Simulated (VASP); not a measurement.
# Al (P6_3/mmc) in VASP: a series of runs, part 2 of 2

VASP 6.6.1.

### Step 3. Single point, PBE+D3(BJ) (16.87 Å³/atom)

File INCAR:

```
  PREC = Accurate
  ENCUT = 520
  EDIFF = 1E-6
  ISMEAR = 0
  SIGMA = 0.15
  LREAL = F
  LASPH = T
  NELM = 80
  ALGO = Normal
  ISIF = 2
  LWAVE = F
  LCHARG = F
  GGA = PE
  IVDW = 12
  NBANDS = 14
```

File KPOINTS:

```
Automatic mesh
0
Gamma
  18 18 6
```

File POSCAR:

```
Al
1.0
    2.9044836430      0.0000000000      0.0000000000
   -1.4522418215      2.5153566197      0.0000000000
    0.0000000000      0.0000000000      9.2353866397
Al
4
Direct
    0.0000000000      0.0000000000      0.0000000000
    0.3333333333      0.6666666667      0.2500000000
    0.0000000000      0.0000000000      0.5000000000
    0.6666666667      0.3333333333      0.7500000000
```

Potentials or basis: VASP PAW PBE potentials, release 64 (Al).

On the command line:

```sh
> cat potpaw_PBE.64/Al/POTCAR > POTCAR
> mpirun -np 1 vasp_std > vasp.out
```

OUTCAR:

```text
PREC = Accurate
   ENCUT = 520
   EDIFF = 1E-6
   ISMEAR = 0
   LREAL = F
   LASPH = T
   NELM = 80
   ISIF = 2
   GGA = PE
   IVDW = 12
 IVDW          = 12

 ion  position               nearest neighbor table
   1  0.000  0.000  0.000-   2 2.85   4 2.85   2 2.85   4 2.85   4 2.85   2 2.85
   2  0.333  0.667  0.250-   1 2.85   3 2.85   1 2.85   3 2.85   1 2.85   3 2.85
   3  0.000  0.000  0.500-   2 2.85   4 2.85   2 2.85   4 2.85   4 2.85   2 2.85
   4  0.667  0.333  0.750-   1 2.85   3 2.85   1 2.85   3 2.85   1 2.85   3 2.85

  LATTYP: Found a hexagonal cell.
 ALAT       =     2.9044836430
 C/A-ratio  =     3.1797000000

  Lattice vectors:

 A1 = (   2.9044836430,   0.0000000000,   0.0000000000)
 A2 = (  -1.4522418215,   2.5153566197,   0.0000000000)
 A3 = (   0.0000000000,   0.0000000000,   9.2353866397)

Analysis of symmetry for initial positions (statically):
=====================================================================
 Subroutine PRICEL returns:
 Original cell was already a primitive cell.

 Routine SETGRP: Setting up the symmetry group for a
 hexagonal supercell.

 Subroutine GETGRP returns: Found 24 space group operations
 (whereof 12 operations were pure point group operations)
 out of a pool of 24 trial point group operations.

The static configuration has the point symmetry D_3d.
 The point group associated with its full space group is D_6h.

Analysis of symmetry for dynamics (positions and initial velocities):
=====================================================================
 Subroutine PRICEL returns:
 Original cell was already a primitive cell.

 Routine SETGRP: Setting up the symmetry group for a
 hexagonal supercell.

 Subroutine GETGRP returns: Found 24 space group operations
 (whereof 12 operations were pure point group operations)
 out of a pool of 24 trial point group operations.

The dynamic configuration has the point symmetry D_3d.
 The point group associated with its full space group is D_6h.

 Subroutine INISYM returns: Found 24 space group operations
 (whereof 12 operations are pure point group operations),
[... 134 lines left out ...]
  volume of cell :       67.47
 maximum number of plane-waves:      1861
 NGX is ok and might be reduce to    24
   NGX = 11   NGY = 11   NGZ = 35

 number of electron      12.0000000 magnetization

 Free energy of the ion-electron system (eV)
  ---------------------------------------------------
  ext. energy  EPLUGINS =         0.00000000
  ---------------------------------------------------
  free energy    TOTEN  =       -14.92403163 eV

  energy without entropy =      -14.90527135  energy(sigma->0) =      -14.91465149

 E-fermi :   7.7710     XC(G=0): -10.1176

 val. band max:        7.7696039547   @ k =   0.2778   0.2778   0.0000
 cond. band min:       7.7886763238   @ k =   0.3889   0.2222   0.5000
 fundamental gap:      0.0190723691
 Fermi energy:         7.7710487115

 k-point     1 :       0.0000    0.0000    0.0000
  band No.  band energies     occupation
      1      -3.2130      2.00000
      2      -1.4893      2.00000
      3      -1.4850      2.00000
      4       3.4098      2.00000
      5       3.7493      2.00000
      6      11.6594      0.00000
      7      11.6759      0.00000
      8      17.8385      0.00000
      9      17.8385      0.00000
     10      18.1022      0.00000
     11      18.1022      0.00000
     12      19.1925      0.00000
     13      19.1936      0.00000
     14      19.4287      0.00000
[... 377 lines left out ...]
      1       1.5428      2.00000
      2       3.1869      2.00000
      3       3.2035      2.00000
      4       4.0308      2.00000
      5       5.6805      2.00000
      6       5.7336      2.00000
      7       7.9372      0.11718
      8       8.4281      0.00000
      9      10.0126      0.00000
     10      10.3183      0.00000
     11      11.1362      0.00000
     12      11.8613      0.00000
     13      12.0291      0.00000
     14      15.8799      0.00000

 [... further k-points ...]

------------------------ aborting loop because EDIFF is reached ----------------------------------------

 Edisp (eV)   -1.31473

 E8    (eV) :    -0.5877

  FORCE on cell =-STRESS in cart. coord.  units (eV):
  Direction    XX          YY          ZZ          XY          YZ          ZX
  --------------------------------------------------------------------------------------
  -------------------------------------------------------------------------------------
  Total      -2.27286    -2.27286    -1.27993     0.00000     0.00000     0.00000
  in kB     -53.97102   -53.97102   -30.39308     0.00000     0.00000     0.00000
  external pressure =      -46.11 kB  Pullay stress =        0.00 kB

 VOLUME and BASIS-vectors are now :
 -----------------------------------------------------------------------------
  energy-cutoff  :      520.00
  volume of cell :       67.47
      direct lattice vectors                 reciprocal lattice vectors
     2.904483643  0.000000000  0.000000000     0.344295277  0.198778971  0.000000000
    -1.452241821  2.515356620  0.000000000     0.000000000  0.397557942  0.000000000
     0.000000000  0.000000000  9.235386640     0.000000000  0.000000000  0.108279170

 POSITION                                       TOTAL-FORCE (eV/Angst)
 -----------------------------------------------------------------------------------
      0.00000      0.00000      0.00000         0.000000      0.000000     -0.000000
     -0.00000      1.67690      2.30885        -0.000000      0.000000      0.000000
      0.00000      0.00000      4.61769         0.000000      0.000000     -0.000000
      1.45224      0.83845      6.92654         0.000000     -0.000000     -0.000000
 -----------------------------------------------------------------------------------
    total drift:                               -0.000000      0.000000      0.000000

  FREE ENERGIE OF THE ION-ELECTRON SYSTEM (eV)
  ---------------------------------------------------
  free  energy   TOTEN  =       -16.2387664853 eV

  energy  without entropy=      -16.2200062102  energy(sigma->0) =      -16.22938635
```

OSZICAR:

```text
N       E                     dE             d eps       ncg     rms          rms(c)
DAV:   1     0.527965064180E+01    0.52797E+01   -0.40848E+03  4160   0.652E+02
DAV:   2    -0.143555875625E+02   -0.19635E+02   -0.18184E+02  5450   0.867E+01
DAV:   3    -0.150117609236E+02   -0.65617E+00   -0.64910E+00  5464   0.128E+01
DAV:   4    -0.150162622006E+02   -0.45013E-02   -0.45003E-02  4992   0.135E+00
DAV:   5    -0.150163150792E+02   -0.52879E-04   -0.52879E-04  5486   0.149E-01    0.252E+00
DAV:   6    -0.149626667588E+02    0.53648E-01   -0.66049E-03  4814   0.462E-01    0.146E+00
DAV:   7    -0.149244525021E+02    0.38214E-01   -0.16883E-02  4678   0.693E-01    0.216E-01
DAV:   8    -0.149240437310E+02    0.40877E-03   -0.25691E-04  5794   0.847E-02    0.211E-02
DAV:   9    -0.149240323383E+02    0.11393E-04   -0.14192E-05  5064   0.179E-02    0.455E-03
DAV:  10    -0.149240316252E+02    0.71311E-06   -0.38110E-07  3612   0.421E-03
   1 F= -.16238766E+02 E0= -.16229386E+02  d E =-.187603E-01
```

Run time: 52 s. Hardware: 1 thread of Intel Xeon 6975P-C (Granite Rapids), shared host; peak memory 0.25 GiB.

What came out:

| Property | Result |
| --- | --- |
| Free energy | -16.2388 eV |
| Pressure | -4.6 GPa |
| Band gap on the k mesh | zero (bands 6 and 7 overlap by 5.80 eV) |
| Dispersion energy per atom | -0.329 eV |

Caveat: the cell stands under tension.

### Step 4. Single point, PBE+D3(BJ) (16.87 Å³/atom)

File INCAR:

```
PREC = Accurate
ENCUT = 520
EDIFF = 1E-6
ISMEAR = 0
SIGMA = 0.15
LREAL = False
LASPH = True
NELM = 60
ALGO = Normal
ISIF = 2
LWAVE = False
LCHARG = False
GGA = PE
IVDW = 12
NBANDS = 14
```

KPOINTS is that of step 3.

File POSCAR:

```
Al
1.0
    2.8128196277      0.0000000000      0.0000000000
   -1.4064098138      2.4359732538      0.0000000000
    0.0000000000      0.0000000000      9.8471189526
Al
4
Direct
    0.0000000000      0.0000000000      0.0000000000
    0.3333333333      0.6666666667      0.2500000000
    0.0000000000      0.0000000000      0.5000000000
    0.6666666667      0.3333333333      0.7500000000
```

On the command line:

```sh
> cat potpaw_PBE.64/Al/POTCAR > POTCAR
> mpirun -np 1 vasp_std > vasp.out
```

Wall time 56 s (1 thread of Intel Xeon 6975P-C (Granite Rapids), shared host); peak memory 0.26 GiB.

It converged, with:

- Free energy: -16.2160 eV
- Pressure: -4.2 GPa
- Band gap on the k mesh: zero (bands 6 and 7 overlap by 4.43 eV)
- Dispersion energy per atom: -0.329 eV

Stress tensor (GPa, compression positive):
```
-2.99  0.00  0.00
 0.00 -2.99  0.00
 0.00  0.00 -6.51
```

Levels at points of the mesh, in eV from the Fermi level:
| k point | band 2 | band 3 | band 4 | band 5 | band 6 | band 7 | band 8 | band 9 | band 10 | band 11 |
| --- | --- | --- | --- | --- | --- | --- | --- | --- | --- | --- |
| (0.00, 0.00, 0.00) | -9.46 | -9.45 | -5.16 | -4.81 | 2.19 | 2.19 | 10.98 | 11.59 | 11.59 | 11.70 |
| (0.50, 0.00, 0.00) | -4.85 | -3.72 | -3.69 | -3.11 | -3.07 | 0.70 | 0.85 | 1.08 | 1.28 | 6.34 |
| (0.00, 0.00, 0.50) | -10.59 | -7.58 | -7.58 | -1.71 | -1.71 | 6.65 | 6.65 | 11.88 | 11.88 | 11.89 |
| (0.50, 0.00, 0.50) | -4.55 | -4.49 | -4.49 | -1.84 | -1.84 | -1.22 | -1.22 | 3.89 | 3.89 | 4.27 |

Caveat: the cell stands under tension.

### Step 5. Single point, PBE+D3(BJ) (17.12 Å³/atom)

This run uses another cell than the first one, of 17.12 Å³/atom.

File INCAR:

```
ALGO     = Fast           # electronic algorithm
EDIFF    = 1E-6           # SCF threshold, eV
ENCUT    = 520            # plane-wave cutoff, eV
GGA      = PE             # functional
ISIF     = 2              # what is computed and relaxed
ISMEAR   = 0              # smearing method
IVDW     = 12             # dispersion correction
LASPH    = True           # aspherical terms in the spheres
LCHARG   = False          # write CHGCAR
LREAL    = False          # projectors in reciprocal space
LWAVE    = False          # write WAVECAR
NBANDS   = 14             # bands
NELM     = 100            # most SCF steps
PREC     = Accurate       # precision mode
SIGMA    = 0.15           # smearing width, eV
```

File KPOINTS:

```
k-points
0
Gamma
  18 18 6
```

File POSCAR:

```
Al
1.0
    2.9345826673      0.0000000000      0.0000000000
   -1.4672913336      2.5414231393      0.0000000000
    0.0000000000      0.0000000000      9.1826026241
Al
4
Direct
    0.0000000000      0.0000000000      0.0000000000
    0.3333333333      0.6666666667      0.2500000000
    0.0000000000      0.0000000000      0.5000000000
    0.6666666667      0.3333333333      0.7500000000
```

Potentials or basis: VASP PAW PBE potentials, release 64 (Al).

On the command line:

```sh
> cat potpaw_PBE.64/Al/POTCAR > POTCAR
> mpirun -np 1 vasp_std > vasp.out
```

OUTCAR:

```text
EDIFF = 1E-6
   ENCUT = 520
   GGA = PE
   ISIF = 2
   ISMEAR = 0
   IVDW = 12
   LASPH = True
   LREAL = False
   NELM = 100
   PREC = Accurate
 IVDW          = 12

 ion  position               nearest neighbor table
   1  0.000  0.000  0.000-   2 2.85   4 2.85   2 2.85   4 2.85   4 2.85   2 2.85
   2  0.333  0.667  0.250-   1 2.85   3 2.85   1 2.85   3 2.85   1 2.85   3 2.85
   3  0.000  0.000  0.500-   2 2.85   4 2.85   2 2.85   4 2.85   4 2.85   2 2.85
[... 617 lines left out ...]
  FORCE on cell =-STRESS in cart. coord.  units (eV):
  Direction    XX          YY          ZZ          XY          YZ          ZX
  --------------------------------------------------------------------------------------
  -------------------------------------------------------------------------------------
  Total      -2.65204    -2.65204    -1.59695    -0.00000    -0.00000     0.00000
  in kB     -62.04426   -62.04426   -37.36055    -0.00000    -0.00000     0.00000
  external pressure =      -53.82 kB  Pullay stress =        0.00 kB

 VOLUME and BASIS-vectors are now :
 -----------------------------------------------------------------------------
  energy-cutoff  :      520.00
  volume of cell :       68.48
      direct lattice vectors                 reciprocal lattice vectors
     2.934582667  0.000000000  0.000000000     0.340763956  0.196740162  0.000000000
    -1.467291334  2.541423139  0.000000000     0.000000000  0.393480324  0.000000000
     0.000000000  0.000000000  9.182602624     0.000000000  0.000000000  0.108901587

 POSITION                                       TOTAL-FORCE (eV/Angst)
 -----------------------------------------------------------------------------------
      0.00000      0.00000      0.00000         0.000000      0.000000     -0.000000
     -0.00000      1.69428      2.29565         0.000000      0.000000      0.000000
      0.00000      0.00000      4.59130         0.000000      0.000000     -0.000000
      1.46729      0.84714      6.88695        -0.000000     -0.000000      0.000000
 -----------------------------------------------------------------------------------
    total drift:                               -0.000000      0.000000      0.000000

  FREE ENERGIE OF THE ION-ELECTRON SYSTEM (eV)
  ---------------------------------------------------
  free  energy   TOTEN  =       -16.1962314129 eV

  energy  without entropy=      -16.1775271490  energy(sigma->0) =      -16.18687928
```

OSZICAR:

```text
N       E                     dE             d eps       ncg     rms          rms(c)
DAV:   1     0.591258686827E+01    0.59126E+01   -0.40885E+03  4144   0.654E+02
DAV:   2    -0.142900460777E+02   -0.20203E+02   -0.18634E+02  5406   0.878E+01
DAV:   3    -0.149877127044E+02   -0.69767E+00   -0.68391E+00  5482   0.131E+01
DAV:   4    -0.149928111252E+02   -0.50984E-02   -0.50974E-02  4966   0.140E+00
DAV:   5    -0.149928696930E+02   -0.58568E-04   -0.58568E-04  5556   0.156E-01    0.247E+00
RMM:   6    -0.149397547240E+02    0.53115E-01   -0.62852E-03  4154   0.464E-01    0.145E+00
RMM:   7    -0.149018327923E+02    0.37922E-01   -0.17224E-02  4285   0.742E-01    0.189E-01
RMM:   8    -0.149015576624E+02    0.27513E-03   -0.65047E-04  4497   0.170E-01    0.222E-02
RMM:   9    -0.149015618938E+02   -0.42314E-05   -0.98278E-05  4825   0.669E-02    0.261E-02
RMM:  10    -0.149015638714E+02   -0.19776E-05   -0.15770E-05  4844   0.284E-02    0.136E-02
RMM:  11    -0.149015566731E+02    0.71983E-05   -0.50668E-06  4551   0.123E-02    0.228E-02
RMM:  12    -0.149015582206E+02   -0.15475E-05   -0.15261E-06  3780   0.828E-03    0.133E-02
RMM:  13    -0.149015579074E+02    0.31322E-06   -0.37081E-07  2653   0.417E-03
   1 F= -.16196231E+02 E0= -.16186879E+02  d E =-.187043E-01
```

It took 67 s on 1 thread of Intel Xeon 6975P-C (Granite Rapids), shared host; peak memory 0.26 GiB.

Results:

```
Free energy                : -16.1962 eV
Pressure                   : -5.4 GPa
Band gap on the k mesh     : zero (bands 6 and 7 overlap by 6.02 eV)
Dispersion energy per atom : -0.324 eV
```

Stress tensor (GPa, compression positive):
```
-6.20  0.00  0.00
 0.00 -6.20  0.00
 0.00  0.00 -3.74
```

Levels at points of the mesh, in eV from the Fermi level:
| k point | band 2 | band 3 | band 4 | band 5 | band 6 | band 7 | band 8 | band 9 | band 10 | band 11 |
| --- | --- | --- | --- | --- | --- | --- | --- | --- | --- | --- |
| (0.00, 0.00, 0.00) | -9.14 | -9.14 | -4.22 | -3.81 | 4.15 | 4.17 | 9.70 | 9.70 | 10.00 | 10.00 |
| (0.50, 0.00, 0.00) | -5.19 | -3.88 | -3.75 | -3.42 | -3.25 | 0.89 | 1.39 | 1.60 | 1.85 | 4.93 |
| (0.00, 0.00, 0.50) | -10.45 | -6.99 | -6.99 | -0.27 | -0.27 | 9.11 | 9.11 | 10.01 | 10.01 | 10.01 |
| (0.50, 0.00, 0.50) | -4.95 | -4.76 | -4.76 | -1.78 | -1.78 | -1.14 | -1.14 | 4.87 | 4.87 | 4.93 |

Caveat: the cell stands under tension.

### Step 6. Single point, PBE+D3(BJ) (17.12 Å³/atom)

This run uses another cell than the first one, of 17.12 Å³/atom.

File INCAR:

```
PREC     = Accurate       # precision mode
ENCUT    = 520            # plane-wave cutoff, eV
EDIFF    = 1E-7           # SCF threshold, eV
ISMEAR   = 0              # smearing method
SIGMA    = 0.15           # smearing width, eV
LREAL    = F              # projectors in reciprocal space
LASPH    = T              # aspherical terms in the spheres
NELM     = 80             # most SCF steps
ALGO     = Fast           # electronic algorithm
ISIF     = 2              # what is computed and relaxed
LWAVE    = F              # write WAVECAR
LCHARG   = F              # write CHGCAR
GGA      = PE             # functional
IVDW     = 12             # dispersion correction
NBANDS   = 14             # bands
```

File KPOINTS:

```
Automatic mesh
0
Gamma
  18 18 6
```

File POSCAR:

```
Al
1.0
    2.9033720780      0.0000000000      0.0000000000
   -1.4516860390      2.5143939762      0.0000000000
    0.0000000000      0.0000000000      9.3810855214
Al
4
Direct
    0.0000000000      0.0000000000      0.0000000000
    0.3333333333      0.6666666667      0.2500000000
    0.0000000000      0.0000000000      0.5000000000
    0.6666666667      0.3333333333      0.7500000000
```

Potentials or basis: VASP PAW PBE potentials, release 64 (Al).

On the command line:

```sh
> cat potpaw_PBE.64/Al/POTCAR > POTCAR
> mpirun -np 1 vasp_std > vasp.out
```

It took 60 s on 1 thread of Intel Xeon 6975P-C (Granite Rapids), shared host; peak memory 0.26 GiB.

Results (log left out):

```yaml
Free_energy: -16.2153 eV
Pressure: -5.6 GPa
Band_gap_on_the_k_mesh: zero (bands 6 and 7 overlap by 5.52 eV)
Dispersion_energy_per_atom: -0.324 eV
```

Stress tensor (GPa, compression positive):
```
-6.05  0.00  0.00
 0.00 -6.05  0.00
 0.00  0.00 -4.65
```

Levels at points of the mesh, in eV from the Fermi level:
```
           k point  band 3  band 4  band 5  band 6  band 7  band 8  band 9  band 10
(0.00, 0.00, 0.00)   -9.21   -4.39   -4.20    3.56    3.57   10.20   10.20    10.46
(0.50, 0.00, 0.00)   -3.83   -3.72   -3.34   -3.20    0.86    1.32    1.34     1.61
(0.00, 0.00, 0.50)   -7.14   -7.14   -0.70   -0.70    8.37    8.37   10.51    10.51
(0.50, 0.00, 0.50)   -4.67   -4.67   -1.80   -1.80   -1.17   -1.17    4.55     4.55
```

Caveat: the cell stands under tension.

### Step 7. The runs side by side

| cell | gap on the mesh (eV) | pressure (GPa) |
| --- | --- | --- |
| a = 2.936, b = 2.936, c = 9.040 Å, angles 90.0, 90.0, 120.0°, 4 atoms | none | -4.3 |
| a = 2.904, b = 2.904, c = 9.235 Å, angles 90.0, 90.0, 120.0°, 4 atoms | none | -4.6 |
| a = 2.813, b = 2.813, c = 9.847 Å, angles 90.0, 90.0, 120.0°, 4 atoms | none | -4.2 |
| a = 2.935, b = 2.935, c = 9.183 Å, angles 90.0, 90.0, 120.0°, 4 atoms | none | -5.4 |
| a = 2.903, b = 2.903, c = 9.381 Å, angles 90.0, 90.0, 120.0°, 4 atoms | none | -5.6 |

Alike in all rows: task single point; level PBE+D3(BJ); potentials or basis VASP PAW PBE potentials, release 64 (Al); no spin polarisation; k mesh 18 × 18 × 6; cutoff (eV) 520; smearing gaussian 0.15 eV.

Caveats: the cell stands under tension.

Absolute energies hang on the potentials; compare differences alone.
